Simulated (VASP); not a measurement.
# C (R-3m) in VASP: a series of runs, part 2 of 2

VASP 6.6.1. The steps go on from the part before.

## Step 4: Elastic constants, PBE+D3(BJ)

This run uses another cell than the first one, of 7.88 Å³/atom.

The input, INCAR:

```
PREC     = Accurate       # precision mode
ENCUT    = 600            # plane-wave cutoff, eV
EDIFF    = 1E-8           # SCF threshold, eV
ISMEAR   = 0              # smearing method
SIGMA    = 0.01           # smearing width, eV
LREAL    = F              # projectors in reciprocal space
LASPH    = T              # aspherical terms in the spheres
NELM     = 100            # most SCF steps
ALGO     = Normal         # electronic algorithm
ISIF     = 3              # what is computed and relaxed
LWAVE    = F              # write WAVECAR
LCHARG   = F              # write CHGCAR
GGA      = PE             # functional
IVDW     = 12             # dispersion correction
NBANDS   = 11             # bands
IBRION   = 6              # ionic algorithm
NFREE    = 2            
POTIM    = 0.015          # step
NSW      = 1              # ionic steps
```

The input, KPOINTS:

```
Automatic mesh
0
Gamma
  12 12 12
```

The input, POSCAR:

```
C
1.0
    1.2264699533      0.7081027577      3.0233672474
   -1.2264699533      0.7081027577      3.0233672474
    0.0000000000     -1.4162055154      3.0233672474
C
2
Direct
    0.1664559825      0.1664559825      0.1664559825
    0.8335440175      0.8335440175      0.8335440175
```

Potentials or basis: VASP PAW PBE potentials, release 64 (C).

Run with:

```console
> cat potpaw_PBE.64/C/POTCAR > POTCAR
> mpirun -np 1 vasp_std > vasp.out
```

OUTCAR:

```text
PREC = Accurate
   ENCUT = 600
   EDIFF = 1E-8
   ISMEAR = 0
   LREAL = F
   LASPH = T
   NELM = 100
   ISIF = 3
   GGA = PE
   IVDW = 12
   IBRION = 6
   NFREE = 2
   POTIM = 0.015
   NSW = 1
 IVDW          = 12

 ion  position               nearest neighbor table
   1  0.166  0.166  0.166-   2 1.42   2 1.42   2 1.42
   2  0.834  0.834  0.834-   1 1.42   1 1.42   1 1.42

  LATTYP: Found a trigonal (rhomboedric) cell.
 ALAT       =     3.3386206095
 COS(alpha) =     0.7300957756

  Lattice vectors:

 A1 = (   1.2264699533,   0.7081027577,   3.0233672474)
 A2 = (  -1.2264699533,   0.7081027577,   3.0233672474)
 A3 = (   0.0000000000,  -1.4162055154,   3.0233672474)

Analysis of symmetry for initial positions (statically):
=====================================================================
 Subroutine PRICEL returns:
 Original cell was already a primitive cell.

 Routine SETGRP: Setting up the symmetry group for a
 trigonal (rhombohedral) supercell.

 Subroutine GETGRP returns: Found 12 space group operations
 (whereof 12 operations were pure point group operations)
 out of a pool of 12 trial point group operations.

The static configuration has the point symmetry D_3d.

Analysis of symmetry for dynamics (positions and initial velocities):
[... 711 lines left out ...]
      9      22.3666      0.00000
     10      25.8148      0.00000
     11      29.7570      0.00000

 [... further k-points ...]

------------------------ aborting loop because EDIFF is reached ----------------------------------------

 Edisp (eV)   -0.35232

 E8    (eV) :    -0.1011
[... 25 lines left out ...]
  FREE ENERGIE OF THE ION-ELECTRON SYSTEM (eV)
  ---------------------------------------------------
  free  energy   TOTEN  =       -18.7026491738 eV

  energy  without entropy=      -18.7026491738  energy(sigma->0) =      -18.70264917

 INTERNAL STRAIN TENSORS FROM STRAINED CELLS
 ============================================

 INTERNAL STRAIN TENSOR FOR ION    1 for displacements in x,y,z  (eV/Angst):
          X           Y           Z          XY          YZ          ZX
  --------------------------------------------------------------------------------
  x     0.00000     0.00000     0.00000    13.19658     0.00000     0.16424
  y    13.24048   -13.29502     0.00000    -0.00007     0.16435     0.00026
  z    -0.15272    -0.15182     0.64165     0.00002    -0.00171     0.00003

 INTERNAL STRAIN TENSORS FROM DISPLACED ATOMS
 ============================================

 INTERNAL STRAIN TENSOR FOR ION    1 for displacements in x,y,z  (eV/Angst):
          X           Y           Z          XY          YZ          ZX
  --------------------------------------------------------------------------------
  x     0.00000     0.00000     0.00000    13.21254     0.00000     0.16392
  y    13.21254   -13.21254     0.00000     0.00000     0.16392     0.00000
  z    -0.15134    -0.15134     0.63743     0.00000    -0.00000     0.00000

 INTERNAL STRAIN TENSOR FOR ION    2 for displacements in x,y,z  (eV/Angst):
          X           Y           Z          XY          YZ          ZX
  --------------------------------------------------------------------------------
  x     0.00000     0.00000    -0.00000   -13.21254     0.00000    -0.16392
  y   -13.21254    13.21254    -0.00000    -0.00000    -0.16392     0.00000
  z     0.15134     0.15134    -0.63743     0.00000     0.00000     0.00000

 Eigenvectors and eigenvalues of the dynamical matrix
 ----------------------------------------------------

   1 f  =   47.903422 THz   300.986076 2PiTHz 1597.886153 cm-1   198.112545 meV
             X         Y         Z           dx          dy          dz
      0.000000  0.000000  1.509773     0.000004   -0.707107    0.000000
      0.000000  0.000000  7.560329    -0.000004    0.707107    0.000000
[... 21 lines left out ...]
   6 f  =    0.000000 THz     0.000001 2PiTHz    0.000007 cm-1     0.000001 meV
             X         Y         Z           dx          dy          dz
      0.000000  0.000000  1.509773    -0.205928    0.282545   -0.614623
      0.000000  0.000000  7.560329    -0.205928    0.282545   -0.614623

--------------------------------------------------------------------------------------------------------

 ELASTIC MODULI CONTR FROM IONIC RELAXATION (kBar)
 Direction    XX          YY          ZZ          XY          YZ          ZX
 --------------------------------------------------------------------------------
 XX        -314.9965    314.7086      0.6063     -0.0000     -3.9062     -0.0000
 YY         314.7086   -314.9965      0.6063      0.0000      3.9062      0.0000
 ZZ           0.6063      0.6063     -2.5536     -0.0000      0.0000     -0.0000
 XY          -0.0000      0.0000     -0.0000   -314.8525     -0.0000     -3.9062
 YZ          -3.9062      3.9062      0.0000     -0.0000     -0.0485     -0.0000
 ZX          -0.0000      0.0000     -0.0000     -3.9062     -0.0000     -0.0485
 --------------------------------------------------------------------------------

 TOTAL ELASTIC MODULI (kBar)
 Direction    XX          YY          ZZ          XY          YZ          ZX
 --------------------------------------------------------------------------------
 XX       12628.4193   2633.3607    -53.0935     -0.0000     42.7907     -0.0000
 YY        2633.3607  12628.4193    -53.0935      0.0000    -42.7907      0.0000
 ZZ         -53.0935    -53.0935   1005.8387     -0.0000      0.0000     -0.0000
 XY          -0.0000      0.0000     -0.0000   4997.5293     -0.0000     42.7906
 YZ          42.7907    -42.7907      0.0000     -0.0000    115.9352     -0.0000
 ZX          -0.0000      0.0000     -0.0000     42.7906     -0.0000    115.9354
 --------------------------------------------------------------------------------
```

OSZICAR:

```text
N       E                     dE             d eps       ncg     rms          rms(c)
DAV:   1     0.704639216168E+01    0.70464E+01   -0.49624E+03  4262   0.753E+02
DAV:   2    -0.189297241707E+02   -0.25976E+02   -0.24649E+02  5371   0.140E+02
DAV:   3    -0.195346289349E+02   -0.60490E+00   -0.60381E+00  5154   0.176E+01
[... 172 lines left out ...]
DAV:   3    -0.183503463324E+02    0.62953E-03   -0.18169E-03  4750   0.267E-01    0.155E-02
DAV:   4    -0.183503288828E+02    0.17450E-04   -0.93028E-05  5197   0.767E-02    0.613E-03
DAV:   5    -0.183503267462E+02    0.21367E-05   -0.80061E-06  4939   0.193E-02    0.134E-03
DAV:   6    -0.183503267271E+02    0.19130E-07   -0.37780E-07  5074   0.463E-03    0.551E-04
DAV:   7    -0.183503267229E+02    0.41722E-08   -0.20915E-08  4345   0.102E-03
  17 F= -.18702649E+02 E0= -.18702649E+02  d E =-.951276E-89
```

Wall time 17 min (1 thread of Intel Xeon Platinum 8488C (Sapphire Rapids), shared host); peak memory 0.44 GiB.

Results:

```yaml
Voigt_bulk_modulus: 348 GPa
Highest_phonon_frequency_at_Γ: 1598 cm⁻¹
Dispersion_energy_per_atom: -0.176 eV
```

Phonon frequencies in cm⁻¹ (negative: imaginary):
| q point | frequencies |
| --- | --- |
| (0.000, 0.000, 0.000) | 0 0 0 856 1598 1598 |

Elastic tensor in Voigt notation (GPa, in the Cartesian axes of the cell as first typed):
```
1263  263   -5    4    0    0
 263 1263   -5   -4    0    0
  -5   -5  101    0    0    0
   4   -4    0   12    0    0
   0    0    0    0   12    4
   0    0    0    0    4  500
```

Clamped-ion elastic tensor (GPa):
```
1294  232   -5    5    0    0
 232 1294   -5   -5    0    0
  -5   -5  101    0    0    0
   5   -5    0   12    0    0
   0    0    0    0   12    5
   0    0    0    0    5  531
```

Caveat: the cell is under stress, which shifts elastic constants.
